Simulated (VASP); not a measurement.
# As (Pm-3m) in VASP: further runs

As is run at these levels: PBEsol; tasks: single point.

Everything below comes from runs of VASP 6.6.1. Logs are shortened: lines on timing, memory, paths and dates and some standing lists are left out, and cuts for length are marked.

### Step 1. The cell of the first run

The structure is cubic, space group Pm-3m (No. 221). Conventional cell: a = 2.754 Å, b = 2.754 Å, c = 2.754 Å, α = 90.00°, β = 90.00°, γ = 90.00°. As (site symmetry m-3m) has 6 As at 2.75 Å within 3.6 Å.

### Step 2. Single point, PBEsol (strained)

File INCAR:

```
SYSTEM = As
  ALGO = Normal
  EDIFF = 1E-6
  ENCUT = 520
  GGA = PS
  ISIF = 2
  ISMEAR = 0
  LASPH = .TRUE.
  LCHARG = .FALSE.
  LREAL = .FALSE.
  LWAVE = .FALSE.
  NBANDS = 8
  NELM = 60
  PREC = Accurate
  SIGMA = 0.1
```

File KPOINTS:

```
k-points
0
G
  16 16 16
  0 0 0
```

File POSCAR:

```
As
1.0
    2.7544568876      0.0000000000      0.0000000000
    0.0000000000      2.7544568876      0.0000000000
    0.0000000000      0.0000000000      2.7544568876
As
1
Direct
    0.5000000000      0.5000000000      0.5000000000
```

Potentials or basis: VASP PAW PBE potentials, release 64 (As).

Launch:

```
$ cat potpaw_PBE.64/As/POTCAR > POTCAR
$ mpirun -np 1 vasp_std > vasp.out
```

OUTCAR:

```text
SYSTEM = As
   EDIFF = 1E-6
   ENCUT = 520
   GGA = PS
   ISIF = 2
   ISMEAR = 0
   LASPH = .TRUE.
   LREAL = .FALSE.
   NELM = 60
   PREC = Accurate

 ion  position               nearest neighbor table
   1  0.500  0.500  0.500-

  LATTYP: Found a simple cubic cell.
 ALAT       =     2.7544568876

  Lattice vectors:

 A1 = (   2.7544568876,   0.0000000000,   0.0000000000)
 A2 = (   0.0000000000,   2.7544568876,   0.0000000000)
 A3 = (   0.0000000000,   0.0000000000,   2.7544568876)

Analysis of symmetry for initial positions (statically):
=====================================================================
 Subroutine PRICEL returns:
 Original cell was already a primitive cell.

 Routine SETGRP: Setting up the symmetry group for a
 simple cubic supercell.

 Subroutine GETGRP returns: Found 48 space group operations
 (whereof 48 operations were pure point group operations)
 out of a pool of 48 trial point group operations.

The static configuration has the point symmetry O_h .

Analysis of symmetry for dynamics (positions and initial velocities):
=====================================================================
 Subroutine PRICEL returns:
 Original cell was already a primitive cell.

 Routine SETGRP: Setting up the symmetry group for a
 simple cubic supercell.

 Subroutine GETGRP returns: Found 48 space group operations
 (whereof 48 operations were pure point group operations)
 out of a pool of 48 trial point group operations.

The dynamic configuration has the point symmetry O_h .

 Subroutine INISYM returns: Found 48 space group operations
 (whereof 48 operations are pure point group operations),
 and found     1 'primitive' translations

----------------------------------------------------------------------------------------

                                     Primitive cell

  volume of cell :      20.8982

  direct lattice vectors                    reciprocal lattice vectors
     2.754456888  0.000000000  0.000000000     0.363047977  0.000000000  0.000000000
     0.000000000  2.754456888  0.000000000     0.000000000  0.363047977  0.000000000
     0.000000000  0.000000000  2.754456888     0.000000000  0.000000000  0.363047977

  length of vectors
     2.754456888  2.754456888  2.754456888     0.363047977  0.363047977  0.363047977

  position of ions in fractional coordinates (direct lattice)
     0.500000000  0.500000000  0.500000000
[... 76 lines left out ...]
   EDIFF  = 0.1E-05   stopping-criterion for ELM
   LREAL  =      F    real-space projection
   EDIFFG = 0.1E-04   stopping-criterion for IOM
   NSW    =      0    number of steps for IOM
   IBRION =     -1    ionic relax: 0-MD 1-quasi-New 2-CG
   NFREE  =      0    steps in history (QN), initial steepest desc. (CG)
   ISIF   =      2    stress and relaxation
   ISYM   =      2    0-nonsym 1-usesym 2-fastsym
   POTIM  = 0.5000    time-step for ionic-motion
   TEBEG  =    0.0;   TEEND  =   0.0 temperature during run
   PSTRESS=    0.0 pullay stress
   NELECT =       5.0000    total number of electrons
   NUPDOWN=      -1.0000    fix difference up-down
   EMIN   =  10.00;   EMAX   =-10.00  energy-range for DOS
   EFERMI =   0.00;   METHOD = LEGACY
   ISMEAR =     0;   SIGMA  =   0.10  broadening in eV -4-tet -1-fermi 0-gaus
   EFERMI_NEDOS =   21; number of points for ismear=-14 and -15
   IALGO  =     38    algorithm
   IMIX   =      4    mixing-type and parameters
     AMIX     =   0.40;   BMIX     =  1.00
     AMIX_MAG =   1.60;   BMIX_MAG =  1.00
  volume/ion in A,a.u.               =      20.90       141.03
  Fermi-wavevector in a.u.,A,eV,Ry     =   1.016316  1.920559 14.053439  1.032899
  Thomas-Fermi vector in A             =   2.149653
   LORBIT       =      0    0 simple, 1 ext, 2 COOP (PROOUT), +10 PAW based schemes
   GGA     = PS    functional components
   LHFCALC =     F    Hartree Fock is set to
   AEXX    =    0.0000 exact exchange contribution
   IVDW    =     0    specifies the selected vdW correction
   LEPSILON=     F    determine dielectric tensor
   LRPA    =     F    only Hartree local field effects (RPA)
 non-spin polarized calculation
 Gauss-broadening in eV      SIGMA  =   0.10
  energy-cutoff  :      520.00
  volume of cell :       20.90
 maximum number of plane-waves:       587
   NGX = 11   NGY = 11   NGZ = 11

 number of electron       5.0000000 magnetization

 Free energy of the ion-electron system (eV)
  ---------------------------------------------------
  ext. energy  EPLUGINS =         0.00000000
  ---------------------------------------------------
  free energy    TOTEN  =        -5.01026897 eV

  energy without entropy =       -5.00872848  energy(sigma->0) =       -5.00949872

 E-fermi :   5.1900     XC(G=0): -10.3208

 val. band max:        5.1307246658   @ k =   0.1875   0.1250   0.1250
 cond. band min:       5.2019411350   @ k =   0.3750   0.3125   0.3125
 fundamental gap:      0.0712164692
 Fermi energy:         5.1899726155

 k-point     1 :       0.0000    0.0000    0.0000
  band No.  band energies     occupation
      1      -9.3179      2.00000
      2       9.1177      0.00000
      3       9.1177      0.00000
      4       9.1177      0.00000
      5      13.6348      0.00000
      6      13.6348      0.00000
      7      15.1008      0.00000
      8      29.4200      0.00000
[... 243 lines left out ...]
 k-point    24 :       0.5000    0.1250    0.0000
  band No.  band energies     occupation
      1      -6.1329      2.00000
      2      -1.0897      2.00000
      3       8.9003      0.00000
      4      11.4502      0.00000
      5      15.3369      0.00000
      6      17.4676      0.00000
      7      19.8946      0.00000
      8      20.4093      0.00000

 [... further k-points ...]

------------------------ aborting loop because EDIFF is reached ----------------------------------------

  FORCE on cell =-STRESS in cart. coord.  units (eV):
  Direction    XX          YY          ZZ          XY          YZ          ZX
  --------------------------------------------------------------------------------------
  -------------------------------------------------------------------------------------
  Total       -0.7017138     -0.7017138     -0.7017138     -0.0000000     -0.0000000     -0.0000000
  in kB      -53.7975684    -53.7975684    -53.7975684     -0.0000000     -0.0000000     -0.0000000
  external PRESSURE =     -53.7975684 kB  Pullay stress =       0.0000000 kB

 VOLUME and BASIS-vectors are now :
 -----------------------------------------------------------------------------
  energy-cutoff  :      520.00
  volume of cell :       20.90
      direct lattice vectors                 reciprocal lattice vectors
     2.754456888  0.000000000  0.000000000     0.363047977  0.000000000  0.000000000
     0.000000000  2.754456888  0.000000000     0.000000000  0.363047977  0.000000000
     0.000000000  0.000000000  2.754456888     0.000000000  0.000000000  0.363047977

 POSITION                                       TOTAL-FORCE (eV/Angst)
 -----------------------------------------------------------------------------------
      1.37723      1.37723      1.37723         0.000000      0.000000      0.000000
 -----------------------------------------------------------------------------------
    total drift:                                0.000000      0.000000      0.000000

  FREE ENERGIE OF THE ION-ELECTRON SYSTEM (eV)
  ---------------------------------------------------
  free  energy   TOTEN  =        -5.0102689702 eV

  energy  without entropy=       -5.0087284761  energy(sigma->0) =       -5.00949872
```

OSZICAR:

```text
N       E                     dE             d eps       ncg     rms          rms(c)
DAV:   1     0.784893948904E+01    0.78489E+01   -0.20377E+03  2672   0.455E+02
DAV:   2    -0.485705533388E+01   -0.12706E+02   -0.12124E+02  3448   0.587E+01
DAV:   3    -0.501207316874E+01   -0.15502E+00   -0.15475E+00  3040   0.905E+00
DAV:   4    -0.501224685690E+01   -0.17369E-03   -0.17369E-03  3984   0.348E-01
DAV:   5    -0.501224694814E+01   -0.91247E-07   -0.91212E-07  3072   0.481E-03    0.192E+00
DAV:   6    -0.501098427046E+01    0.12627E-02   -0.64510E-04  3400   0.155E-01    0.113E+00
DAV:   7    -0.501026257227E+01    0.72170E-03   -0.14731E-03  2856   0.234E-01    0.616E-02
DAV:   8    -0.501026842126E+01   -0.58490E-05   -0.44437E-05  3320   0.437E-02    0.396E-03
DAV:   9    -0.501026897016E+01   -0.54890E-06   -0.54529E-07  3560   0.541E-03
   1 F= -.50102690E+01 E0= -.50094987E+01  d E =-.154049E-02
```

Wall time 19 s (1 thread of Intel Xeon 8259CL, shared host); peak memory 0.14 GiB.

What came out:

- Free energy: -5.0103 eV
- Pressure: -5.4 GPa

Levels at points of the mesh, in eV from the Fermi level:
| k point | band 1 | band 2 | band 3 | band 4 | band 5 | band 6 |
| --- | --- | --- | --- | --- | --- | --- |
| (0.00, 0.00, 0.00) | -14.51 | 3.93 | 3.93 | 3.93 | 8.44 | 8.44 |
| (0.50, 0.00, 0.00) | -11.60 | -6.54 | 6.04 | 6.04 | 11.02 | 13.65 |
| (0.50, 0.50, 0.00) | -8.59 | -4.01 | -4.01 | 2.64 | 8.00 | 15.85 |
| (0.50, 0.50, 0.50) | -5.33 | -1.72 | -1.72 | -1.72 | 5.97 | 5.97 |

Caveat: the cell differs from its parent crystal (strained); the PAW data sets were made with another functional, which shifts forces and pressure a little.

### Step 3. Single point, PBEsol (strained)

File INCAR:

```
PREC     = Accurate       # precision mode
ENCUT    = 520            # plane-wave cutoff, eV
EDIFF    = 1E-6           # SCF threshold, eV
ISMEAR   = 0              # smearing method
SIGMA    = 0.1            # smearing width, eV
LREAL    = F              # projectors in reciprocal space
LASPH    = T              # aspherical terms in the spheres
NELM     = 60             # most SCF steps
ALGO     = Normal         # electronic algorithm
ISIF     = 2              # what is computed and relaxed
LWAVE    = F              # write WAVECAR
LCHARG   = F              # write CHGCAR
GGA      = PS             # functional
NBANDS   = 8              # bands
```

File KPOINTS:

```
regular mesh
0
Gamma
  16 16 16
```

File POSCAR:

```
As
1.0
    2.7536728199      0.0000000000      0.0000000000
    0.0000000000      2.7536728199      0.0000000000
    0.0000000000      0.0000000000      2.7536728199
As
1
Direct
    0.5000000000      0.5000000000      0.5000000000
```

Potentials or basis: VASP PAW PBE potentials, release 64 (As).

Launch:

```
$ cat potpaw_PBE.64/As/POTCAR > POTCAR
$ mpirun -np 1 vasp_std > vasp.out
```

Wall time 18 s (1 thread of Intel Xeon 8259CL, shared host); peak memory 0.14 GiB.

Results (log left out):

```
Free energy : -5.0109 eV
Pressure    : -5.3 GPa
```

Levels at points of the mesh, in eV from the Fermi level:
| k point | band 1 | band 2 | band 3 | band 4 | band 5 | band 6 | band 7 | band 8 |
| --- | --- | --- | --- | --- | --- | --- | --- | --- |
| (0.00, 0.00, 0.00) | -14.52 | 3.93 | 3.93 | 3.93 | 8.45 | 8.45 | 9.92 | 24.24 |
| (0.50, 0.00, 0.00) | -11.60 | -6.54 | 6.04 | 6.04 | 11.03 | 13.65 | 14.08 | 14.46 |
| (0.50, 0.50, 0.00) | -8.59 | -4.01 | -4.01 | 2.64 | 8.01 | 15.86 | 17.07 | 17.07 |
| (0.50, 0.50, 0.50) | -5.32 | -1.72 | -1.72 | -1.72 | 5.97 | 5.97 | 5.97 | 9.40 |

Caveat: the cell differs from its parent crystal (strained); the PAW data sets were made with another functional, which shifts forces and pressure a little.

### Step 4. Single point, PBEsol (strained)

File INCAR:

```
SYSTEM = As
PREC = Accurate ; ENCUT = 520
EDIFF = 1E-6 ; ISMEAR = 0
SIGMA = 0.1 ; LREAL = .FALSE.
LASPH = .TRUE. ; NELM = 80
ALGO = Normal ; ISIF = 2
LWAVE = .FALSE. ; LCHARG = .FALSE.
GGA = PS ; NBANDS = 8
```

File KPOINTS:

```
regular mesh
0
G
  16 16 16
  0 0 0
```

File POSCAR:

```
As
1.0
    2.7722471134      0.0000000000      0.0000000000
    0.0000000000      2.7722471134      0.0000000000
    0.0000000000      0.0000000000      2.7722471134
As
1
Direct
    0.5000000000      0.5000000000      0.5000000000
```

Launch:

```
$ cat potpaw_PBE.64/As/POTCAR > POTCAR
$ mpirun -np 1 vasp_std > vasp.out
```

It took 25 s on 1 thread of Intel Xeon 8259CL, shared host; peak memory 0.15 GiB.

It converged, with:

```yaml
Free_energy: -4.9951 eV
Pressure: -6.6 GPa
```

Levels at points of the mesh, in eV from the Fermi level:
```csv
k point,band 1,band 2,band 3,band 4,band 5,band 6,band 7
"(0.00, 0.00, 0.00)",-14.34,3.86,3.86,3.86,8.43,8.43,9.75
"(0.50, 0.00, 0.00)",-11.51,-6.39,5.90,5.90,10.97,13.54,13.85
"(0.50, 0.50, 0.00)",-8.60,-3.92,-3.92,2.72,7.80,15.64,16.94
"(0.50, 0.50, 0.50)",-5.45,-1.68,-1.68,-1.68,6.01,6.01,6.01
```

Caveat: the cell differs from its parent crystal (strained); the PAW data sets were made with another functional, which shifts forces and pressure a little.

### Step 5. Single point, PBEsol

This run uses another cell than the first one, of 19.76 Å³/atom, 0.946 times its volume.

File INCAR:

```
PREC = Accurate ; ENCUT = 500
EDIFF = 1E-6 ; ISMEAR = 0
SIGMA = 0.1 ; LREAL = False
LASPH = True ; NELM = 120
ALGO = Normal ; ISIF = 2
LWAVE = False ; LCHARG = True
GGA = PS ; LELF = True
LVHAR = True ; NBANDS = 8
GGA_COMPAT = False
```

File KPOINTS:

```
regular mesh
0
Gamma
  6 6 6
```

File POSCAR:

```
As
1.0
    2.7036817444      0.0000000000      0.0000000000
    0.0000000000      2.7036817444      0.0000000000
    0.0000000000      0.0000000000      2.7036817444
As
1
Direct
    0.5000000000      0.5000000000      0.5000000000
```

Launch:

```
$ cat potpaw_PBE.64/As/POTCAR > POTCAR
$ mpirun -np 1 vasp_std > vasp.out
```

Run time: 4.2 s. Hardware: 1 thread of AMD EPYC 9R45 (Zen 5), shared host; peak memory 0.09 GiB.

The run converged. Its results:

```
Free energy : -5.0575 eV
Pressure    : -0.9 GPa
```

Levels at points of the mesh, in eV from the Fermi level:
| k point | band 1 | band 2 | band 3 | band 4 | band 5 | band 6 |
| --- | --- | --- | --- | --- | --- | --- |
| (0.00, 0.00, 0.00) | -15.35 | 3.79 | 3.79 | 3.79 | 8.15 | 8.15 |
| (0.50, 0.00, 0.00) | -12.19 | -7.33 | 6.10 | 6.10 | 10.85 | 13.64 |
| (0.50, 0.50, 0.00) | -8.90 | -4.63 | -4.63 | 2.05 | 8.26 | 16.14 |
| (0.50, 0.50, 0.50) | -5.28 | -2.17 | -2.17 | -2.17 | 5.53 | 5.53 |

Caveat: the k points lie up to 0.39 Å⁻¹ apart; the PAW data sets were made with another functional, which shifts forces and pressure a little.

### Step 6. Summary

| cell | k mesh | cutoff (eV) | gap on the mesh (eV) | pressure (GPa) |
| --- | --- | --- | --- | --- |
| a = 2.754 Å, 1 atom | 16 × 16 × 16 | 520 | none | -5.3 |
| a = 2.772 Å, 1 atom | 16 × 16 × 16 | 520 | none | -6.6 |
| a = 2.704 Å, 1 atom | 6 × 6 × 6 | 500 | none | -0.9 |

Alike in all rows: task single point; level PBEsol; potentials or basis VASP PAW PBE potentials, release 64 (As); no spin polarisation; smearing gaussian 0.1 eV.

Caveats: some runs use coarse meshes; the PAW data sets were made with another functional, which shifts forces and pressure a little.

Absolute energies hang on the potentials; compare differences alone.
